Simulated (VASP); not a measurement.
# KLi (P-6m2) in VASP: further runs

Runs on KLi. Level: PBEsol. Tasks: single point, relaxation of cell and atoms.

Program: VASP 6.6.1. These are calculated values, not measurements. Logs are shortened: lines on timing, memory, paths and dates and some standing lists are left out, and cuts for length are marked.

**1. The cell of the first run**

It takes space group P-6m2 (No. 187, hexagonal). The conventional cell has a = 4.043 Å, b = 4.043 Å, c = 6.198 Å, α = 90.00°, β = 90.00°, γ = 120.00°. Within 5.1 Å of K (site symmetry -6m2) lie 6 Li at 3.88 Å and 6 K at 4.04 Å. Within 5.1 Å of Li (site symmetry -6m2) lie 6 K at 3.88 Å and 6 Li at 4.04 Å.

**2. Single point, PBEsol**

INCAR reads:

```
PREC = Accurate
ENCUT = 520
EDIFF = 1E-6
ISMEAR = 0
SIGMA = 0.1
LREAL = False
LASPH = True
NELM = 100
ALGO = Normal
ISIF = 2
LWAVE = False
LCHARG = True
GGA = PS
LELF = True
LVHAR = True
NBANDS = 13
```

KPOINTS reads:

```
regular mesh
0
Gamma
  12 12 8
```

POSCAR reads:

```
KLi
1.0
    4.0425404205      0.0000000000      0.0000000000
   -2.0212702102      3.5009427000      0.0000000000
    0.0000000000      0.0000000000      6.1975753899
K Li
1 1
Direct
    0.3333333333      0.6666666667      0.5000000000
    0.0000000000      0.0000000000      0.0000000000
```

Potentials or basis: VASP PAW PBE potentials, release 64 (K_sv, Li_sv).

Run with:

```
cat potpaw_PBE.64/K_sv/POTCAR potpaw_PBE.64/Li_sv/POTCAR > POTCAR
mpirun -np 1 vasp_std > vasp.out
```

OUTCAR:

```text
PREC = Accurate
   ENCUT = 520
   EDIFF = 1E-6
   ISMEAR = 0
   LREAL = False
   LASPH = True
   NELM = 100
   ISIF = 2
   GGA = PS

 ion  position               nearest neighbor table
   1  0.333  0.667  0.500-
   2  0.000  0.000  0.000-

  LATTYP: Found a hexagonal cell.
 ALAT       =     4.0425404205
 C/A-ratio  =     1.5330892818

  Lattice vectors:

 A1 = (   4.0425404205,   0.0000000000,   0.0000000000)
 A2 = (  -2.0212702102,   3.5009427000,   0.0000000000)
 A3 = (   0.0000000000,   0.0000000000,   6.1975753899)

Analysis of symmetry for initial positions (statically):
=====================================================================
 Subroutine PRICEL returns:
 Original cell was already a primitive cell.

 Routine SETGRP: Setting up the symmetry group for a
 hexagonal supercell.

 Subroutine GETGRP returns: Found 12 space group operations
 (whereof 12 operations were pure point group operations)
 out of a pool of 24 trial point group operations.

The static configuration has the point symmetry D_3h.

Analysis of symmetry for dynamics (positions and initial velocities):
=====================================================================
 Subroutine PRICEL returns:
 Original cell was already a primitive cell.

 Routine SETGRP: Setting up the symmetry group for a
 hexagonal supercell.

 Subroutine GETGRP returns: Found 12 space group operations
 (whereof 12 operations were pure point group operations)
 out of a pool of 24 trial point group operations.

The dynamic configuration has the point symmetry D_3h.

 Subroutine INISYM returns: Found 12 space group operations
 (whereof 12 operations are pure point group operations),
 and found     1 'primitive' translations

----------------------------------------------------------------------------------------

                                     Primitive cell

  volume of cell :      87.7124

  direct lattice vectors                    reciprocal lattice vectors
     4.042540420  0.000000000  0.000000000     0.247369203  0.142818676  0.000000000
    -2.021270210  3.500942700  0.000000000     0.000000000  0.285637351  0.000000000
     0.000000000  0.000000000  6.197575390     0.000000000  0.000000000  0.161353422

  length of vectors
     4.042540420  4.042540420  6.197575390     0.285637351  0.285637351  0.161353422

  position of ions in fractional coordinates (direct lattice)
     0.333333333  0.666666667  0.500000000
     0.000000000  0.000000000  0.000000000

  ion indices of the primitive-cell ions
   primitive index   ion index
                 1           1
                 2           2

----------------------------------------------------------------------------------------

 KPOINTS: regular mesh

Automatic generation of k-mesh.
 Grid dimensions read from file:
 generate k-points for:   12   12    8

 Generating k-lattice:

  Cartesian coordinates                     Fractional coordinates (reciprocal lattice)
     0.020614100  0.011901556  0.000000000     0.083333333  0.000000000  0.000000000
     0.000000000  0.023803113  0.000000000     0.000000000  0.083333333  0.000000000
     0.000000000  0.000000000  0.020169178     0.000000000  0.000000000  0.125000000

  Length of vectors
     0.023803113  0.023803113  0.020169178

  Shift w.r.t. Gamma in fractional coordinates (k-lattice)
     0.000000000  0.000000000  0.000000000

 Subroutine IBZKPT returns following result:
 ===========================================

 Found     95 irreducible k-points:

 Following reciprocal coordinates:
            Coordinates               Weight
  0.000000  0.000000  0.000000      1.000000
  0.083333  0.000000  0.000000      6.000000
  0.166667  0.000000  0.000000      6.000000
  0.250000  0.000000  0.000000      6.000000
  0.333333  0.000000  0.000000      6.000000
  0.416667  0.000000  0.000000      6.000000
[... 16 lines left out ...]
  0.250000  0.000000  0.125000     12.000000
  0.333333  0.000000  0.125000     12.000000
 [... further k-points ...]
   k-points           NKPTS =     95   k-points in BZ     NKDIM =     95   number of bands    NBANDS=     13
   number of dos      NEDOS =    301   number of ions     NIONS =      2
   total plane-waves  NPLWV =  43200
   dimension x,y,z NGX =    30 NGY =   30 NGZ =   48
   dimension x,y,z NGXF=    60 NGYF=   60 NGZF=   96
   ions per type =               1   1
   NGX,Y,Z   is equivalent  to a cutoff of  12.34, 12.34, 12.88 a.u.
   NGXF,Y,Z  is equivalent  to a cutoff of  24.67, 24.67, 25.75 a.u.
 SYSTEM =  unknown system
   PREC   = accura    normal or accurate (medium, high low for compatibility)
   ISTART =      0    job   : 0-new  1-cont  2-samecut
   ICHARG =      2    charge: 1-file 2-atom 10-const
   ISPIN  =      1    spin polarized calculation?
   LNONCOLLINEAR =      F non collinear calculations
   LSORBIT =      F    spin-orbit coupling
   LASPH  =      T    aspherical Exc in radial PAW
   ENCUT  =  520.0 eV  38.22 Ry    6.18 a.u.   7.52  7.52 11.52*2*pi/ulx,y,z
   NELM   =    100;   NELMIN=  2; NELMDL= -5     # of ELM steps
   EDIFF  = 0.1E-05   stopping-criterion for ELM
   LREAL  =      F    real-space projection
   EDIFFG = 0.1E-04   stopping-criterion for IOM
   NSW    =      0    number of steps for IOM
   IBRION =     -1    ionic relax: 0-MD 1-quasi-New 2-CG
   NFREE  =      0    steps in history (QN), initial steepest desc. (CG)
   ISIF   =      2    stress and relaxation
   ISYM   =      2    0-nonsym 1-usesym 2-fastsym
   POTIM  = 0.5000    time-step for ionic-motion
   TEBEG  =    0.0;   TEEND  =   0.0 temperature during run
   PSTRESS=    0.0 pullay stress
   NELECT =      12.0000    total number of electrons
   NUPDOWN=      -1.0000    fix difference up-down
   EMIN   =  10.00;   EMAX   =-10.00  energy-range for DOS
   EFERMI =   0.00;   METHOD = LEGACY
   ISMEAR =     0;   SIGMA  =   0.10  broadening in eV -4-tet -1-fermi 0-gaus
   EFERMI_NEDOS =   21; number of points for ismear=-14 and -15
   IALGO  =     38    algorithm
   IMIX   =      4    mixing-type and parameters
     AMIX     =   0.40;   BMIX     =  1.00
     AMIX_MAG =   1.60;   BMIX_MAG =  1.00
  volume/ion in A,a.u.               =      43.86       295.96
  Fermi-wavevector in a.u.,A,eV,Ry     =   0.843558  1.594093  9.681767  0.711590
  Thomas-Fermi vector in A             =   1.958445
   LORBIT       =      0    0 simple, 1 ext, 2 COOP (PROOUT), +10 PAW based schemes
   GGA     = PS    functional components
   LHFCALC =     F    Hartree Fock is set to
   AEXX    =    0.0000 exact exchange contribution
   IVDW    =     0    specifies the selected vdW correction
   LEPSILON=     F    determine dielectric tensor
   LRPA    =     F    only Hartree local field effects (RPA)
 non-spin polarized calculation
 Gauss-broadening in eV      SIGMA  =   0.10
  energy-cutoff  :      520.00
  volume of cell :       87.71
 maximum number of plane-waves:      2387
   NGX = 15   NGY = 15   NGZ = 23

 number of electron      12.0000008 magnetization

 Free energy of the ion-electron system (eV)
  ---------------------------------------------------
  ext. energy  EPLUGINS =         0.00000000
  ---------------------------------------------------
  free energy    TOTEN  =        -2.71146969 eV

  energy without entropy =       -2.70601574  energy(sigma->0) =       -2.70874271

 E-fermi :   0.1452     XC(G=0):  -6.2885

 val. band max:        0.1012650371   @ k =   0.5000   0.0000   0.1250
 cond. band min:       0.1736591542   @ k =   0.2500   0.2500   0.5000
 fundamental gap:      0.0723941171
 Fermi energy:         0.1452475972

 k-point     1 :       0.0000    0.0000    0.0000
  band No.  band energies     occupation
      1     -47.0043      2.00000
      2     -31.5929      2.00000
      3     -15.1174      2.00000
      4     -15.0668      2.00000
      5     -15.0668      2.00000
      6      -2.5548      2.00000
      7       0.8733      0.00000
      8       1.1190      0.00000
      9       4.8569      0.00000
     10       4.8569      0.00000
     11       6.5967      0.00000
     12       6.5967      0.00000
     13       6.9132      0.00000

 k-point     2 :       0.0833    0.0000    0.0000
  band No.  band energies     occupation
      1     -47.0043      2.00000
      2     -31.5916      2.00000
      3     -15.1148      2.00000
      4     -15.0827      2.00000
      5     -15.0704      2.00000
      6      -2.4649      2.00000
      7       0.9184      0.00000
      8       1.2083      0.00000
      9       4.5709      0.00000
     10       4.9287      0.00000
     11       6.5012      0.00000
     12       6.5282      0.00000
     13       6.8185      0.00000

 k-point     3 :       0.1667    0.0000    0.0000
  band No.  band energies     occupation
      1     -47.0042      2.00000
      2     -31.5879      2.00000
      3     -15.1259      2.00000
      4     -15.1080      2.00000
      5     -15.0800      2.00000
      6      -2.2004      2.00000
      7       1.0515      0.00000
      8       1.4633      0.00000
      9       3.9139      0.00000
     10       5.1163      0.00000
     11       6.1173      0.00000
     12       6.2038      0.00000
     13       6.3539      0.00000

 k-point     4 :       0.2500    0.0000    0.0000
  band No.  band energies     occupation
      1     -47.0041      2.00000
      2     -31.5830      2.00000
      3     -15.1839      2.00000
      4     -15.0985      2.00000
      5     -15.0932      2.00000
      6      -1.7756      2.00000
      7       1.2644      0.00000
      8       1.8261      0.00000
      9       3.1252      0.00000
     10       5.2749      0.00000
     11       5.3110      0.00000
     12       5.7054      0.00000
     13       6.1406      0.00000

 k-point     5 :       0.3333    0.0000    0.0000
  band No.  band energies     occupation
      1     -47.0040      2.00000
      2     -31.5780      2.00000
      3     -15.2409      2.00000
      4     -15.1063      2.00000
      5     -15.0891      2.00000
      6      -1.2105      2.00000
      7       1.5334      0.00000
      8       1.9550      0.00000
      9       2.5229      0.00000
     10       4.7351      0.00000
     11       5.1045      0.00000
     12       5.3550      0.00000
     13       5.9493      0.00000
[... 257 lines left out ...]
 k-point    22 :       0.1667    0.0000    0.1250
  band No.  band energies     occupation
      1     -47.0042      2.00000
      2     -31.5879      2.00000
      3     -15.1259      2.00000
      4     -15.1083      2.00000
      5     -15.0800      2.00000
      6      -2.1381      2.00000
      7       0.5132      0.00000
      8       2.0265      0.00000
      9       3.9376      0.00000
     10       5.1372      0.00000
     11       5.8011      0.00000
     12       6.1905      0.00000
     13       6.3671      0.00000

 k-point    23 :       0.2500    0.0000    0.1250
  band No.  band energies     occupation
      1     -47.0041      2.00000
      2     -31.5830      2.00000
      3     -15.1839      2.00000
      4     -15.0988      2.00000
      5     -15.0932      2.00000
      6      -1.7157      2.00000
      7       0.8220      0.00000
      8       2.2711      0.00000
      9       3.1617      0.00000
     10       5.0721      0.00000
     11       5.2924      0.00000
     12       5.8108      0.00000
     13       6.0418      0.00000

 k-point    24 :       0.3333    0.0000    0.1250
  band No.  band energies     occupation
      1     -47.0040      2.00000
      2     -31.5780      2.00000
      3     -15.2409      2.00000
      4     -15.1063      2.00000
      5     -15.0894      2.00000
      6      -1.1542      2.00000
      7       1.1962      0.00000
      8       2.1144      0.00000
      9       2.6859      0.00000
     10       4.5765      0.00000
     11       5.2265      0.00000
     12       5.2570      0.00000
     13       6.0869      0.00000

 [... further k-points ...]
[... 5 lines left out ...]
  --------------------------------------------------------------------------------------
  -------------------------------------------------------------------------------------
  Total       -0.0138365     -0.0138365     -0.0094411     -0.0000000     -0.0000000      0.0000000
  in kB       -0.2527406     -0.2527406     -0.1724526     -0.0000000     -0.0000000      0.0000000
  external PRESSURE =      -0.2259779 kB  Pullay stress =       0.0000000 kB

 VOLUME and BASIS-vectors are now :
 -----------------------------------------------------------------------------
  energy-cutoff  :      520.00
  volume of cell :       87.71
      direct lattice vectors                 reciprocal lattice vectors
     4.042540420  0.000000000  0.000000000     0.247369203  0.142818676  0.000000000
    -2.021270210  3.500942700  0.000000000     0.000000000  0.285637351  0.000000000
     0.000000000  0.000000000  6.197575390     0.000000000  0.000000000  0.161353422

 POSITION                                       TOTAL-FORCE (eV/Angst)
 -----------------------------------------------------------------------------------
     -0.00000      2.33396      3.09879         0.000000      0.000000      0.000000
      0.00000      0.00000      0.00000        -0.000000      0.000000      0.000000
 -----------------------------------------------------------------------------------
    total drift:                                0.000000     -0.000000     -0.000000

  FREE ENERGIE OF THE ION-ELECTRON SYSTEM (eV)
  ---------------------------------------------------
  free  energy   TOTEN  =        -2.7114696909 eV

  energy  without entropy=       -2.7060157361  energy(sigma->0) =       -2.70874271
```

Wall time 63 s (1 thread of Intel Xeon Platinum 8375C at 2.90GHz (Ice Lake), shared host); peak memory 0.25 GiB.

What came out:

- Free energy: -2.7115 eV
- Band gap on the k mesh: zero (band 6 reaches 1.23 eV, above the bottom of band 7 at -1.54 eV)

Levels at points of the mesh, in eV from the Fermi level:
```csv
k point,band 3,band 4,band 5,band 6,band 7,band 8,band 9,band 10
"(0.00, 0.00, 0.00)",-15.26,-15.21,-15.21,-2.70,0.73,0.97,4.71,4.71
"(0.50, 0.00, 0.00)",-15.44,-15.26,-15.22,-0.10,0.42,1.77,2.56,4.23
"(0.00, 0.00, 0.50)",-15.26,-15.21,-15.21,-1.74,-1.69,3.25,4.85,4.85
"(0.50, 0.00, 0.50)",-15.44,-15.26,-15.23,0.35,0.96,0.96,1.57,4.36
```

Caveat: the cutoff is under 1.25 times the usual one of these potentials, so pressure, stress and relaxed cells hold a basis-set (Pulay) error; the PAW data sets were made with another functional, which shifts forces and pressure a little.

**3. Relaxation of cell and atoms, PBEsol**

This run uses another cell than the first one, of 42.20 Å³/atom, 0.962 times its volume.

INCAR reads:

```
  PREC = Accurate
  ENCUT = 600
  EDIFF = 1E-7
  ISMEAR = 0
  SIGMA = 0.1
  LREAL = F
  LASPH = T
  NELM = 100
  ALGO = Normal
  ISIF = 3
  LWAVE = F
  LCHARG = F
  GGA = PS
  IBRION = 2
  NSW = 100
  EDIFFG = -0.005
```

KPOINTS reads:

```
Automatic mesh
0
Gamma
  12 12 8
```

POSCAR reads:

```
KLi
1.0
    3.8991218173      0.0000000000      0.0000000000
   -1.9495609086      3.3767385462      0.0000000000
    0.0000000000      0.0000000000      6.4106411714
K Li
1 1
Direct
    0.3333333333      0.6666666667      0.5000000000
    0.0000000000      0.0000000000      0.0000000000
```

Potentials or basis: VASP PAW PBE potentials, release 64 (K_sv, Li_sv).

Run with:

```
cat potpaw_PBE.64/K_sv/POTCAR potpaw_PBE.64/Li_sv/POTCAR > POTCAR
mpirun -np 1 vasp_std > vasp.out
```

Wall time 5.9 min (1 thread of Intel Xeon Platinum 8375C at 2.90GHz (Ice Lake), shared host); peak memory 0.29 GiB.

The run converged. Its results:

* Free energy: -2.7109 eV
* Relaxed volume: 43.74 Å³/atom
* Relaxed cell: a = 4.038 Å, b = 4.038 Å, c = 6.196 Å, α = 90.00°, β = 90.00°, γ = 120.00°
* Space group after relaxing (to 0.05 Å): P-6m2 (No. 187)
* Energy gained by relaxing: 5.7 meV/atom
* Ionic steps: 8
* Pressure after relaxing: 0.0 GPa
* Band gap on the k mesh: zero (band 6 reaches 1.24 eV, above the bottom of band 7 at -1.54 eV)

Step by step:
```tsv
step	energy change (eV)	largest force (eV/Å)	pressure (GPa)	volume (Å³)
1	0.0000	0.0000	0.22	84.40
2	-0.0033	0.0000	0.16	85.10
3	-0.0096	0.0000	0.01	87.16
4	-0.0072	0.0000	-0.22	91.24
5	-0.0110	0.0000	-0.08	88.71
6	-0.0110	0.0000	-0.08	88.62
7	-0.0113	0.0000	-0.05	88.12
8	-0.0114	0.0000	0.00	87.49
```

Final structure:
```cif
data_structure
_symmetry_space_group_name_H-M 'P 1'
_symmetry_Int_Tables_number 1
_cell_length_a 4.0379
_cell_length_b 4.0379
_cell_length_c 6.1957
_cell_angle_alpha 90.000
_cell_angle_beta 90.000
_cell_angle_gamma 120.000
_cell_volume 87.49
loop_
_atom_site_label
_atom_site_type_symbol
_atom_site_fract_x
_atom_site_fract_y
_atom_site_fract_z
_atom_site_occupancy
K1 K 0.33333 0.66667 0.50000 1
Li1 Li 0.00000 0.00000 0.00000 1
```

Levels at points of the mesh, in eV from the Fermi level:
| k point | band 4 | band 5 | band 6 | band 7 | band 8 | band 9 |
| --- | --- | --- | --- | --- | --- | --- |
| (0.00, 0.00, 0.00) | -15.21 | -15.21 | -2.70 | 0.73 | 0.97 | 4.72 |
| (0.50, 0.00, 0.00) | -15.27 | -15.23 | -0.10 | 0.43 | 1.77 | 2.56 |
| (0.00, 0.00, 0.50) | -15.21 | -15.21 | -1.74 | -1.69 | 3.25 | 4.85 |
| (0.50, 0.00, 0.50) | -15.27 | -15.23 | 0.35 | 0.96 | 0.96 | 1.58 |

Caveat: the cutoff is under 1.25 times the usual one of these potentials, so pressure, stress and relaxed cells hold a basis-set (Pulay) error; the PAW data sets were made with another functional, which shifts forces and pressure a little.

[end of part 1 of 2]
